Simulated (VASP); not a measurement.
A run of VASP 6.6.1 is set up as follows.

The input INCAR:

```
SYSTEM = WS2
PREC = Accurate
ENCUT = 520
EDIFF = 1E-7
ISMEAR = 0
SIGMA = 0.05
LREAL = .FALSE.
LASPH = .TRUE.
NELM = 80
ALGO = Normal
ISIF = 2
LWAVE = .FALSE.
LCHARG = .FALSE.
GGA = PE
IVDW = 12
NBANDS = 35
```

KPOINTS

```
regular mesh
0
G
  12 12 4
  0 0 0
```

POSCAR

```
WS2
1.0
    3.1542061832      0.0000000000      0.0000000000
   -1.5771030916      2.7316226834      0.0000000000
    0.0000000000      0.0000000000     12.1399091344
W S
2 4
Direct
    0.3333333333      0.6666666667      0.2500000000
    0.6666666667      0.3333333333      0.7500000000
    0.3607895411      0.7215790822      0.6202874207
    0.6666666667      0.3333333333      0.1202874207
    0.3333333333      0.6666666667      0.8797125793
    0.6666666667      0.3333333333      0.3797125793
```

Potentials or basis: VASP PAW PBE potentials, release 64 (W_sv, S).

Command:

```bash
$ cat potpaw_PBE.64/W_sv/POTCAR potpaw_PBE.64/S/POTCAR > POTCAR
$ mpirun -np 1 vasp_std > vasp.out
```

Question: What does it give for the pressure?

Answer: 0.4 GPa.

Question: What does it give for the largest force?

Answer: 1.739 eV/Å.

Question: Predict the dispersion energy per atom.

Answer: -0.435 eV.

Forces on the atoms (eV/Å):
```
W    0.000  0.010  0.001
W    0.000  1.708  0.301
S    0.000 -1.711 -0.312
S    0.000 -0.004 -0.002
S    0.000 -0.016  0.012
S    0.000  0.013  0.001
```

Caveat: the cell differs from its parent crystal (atom 3 (S) moved by (+0.150, +0.000) A along y and z); forces of over 1 eV/Å act on the atoms, so gaps and moduli don't describe the material at rest.
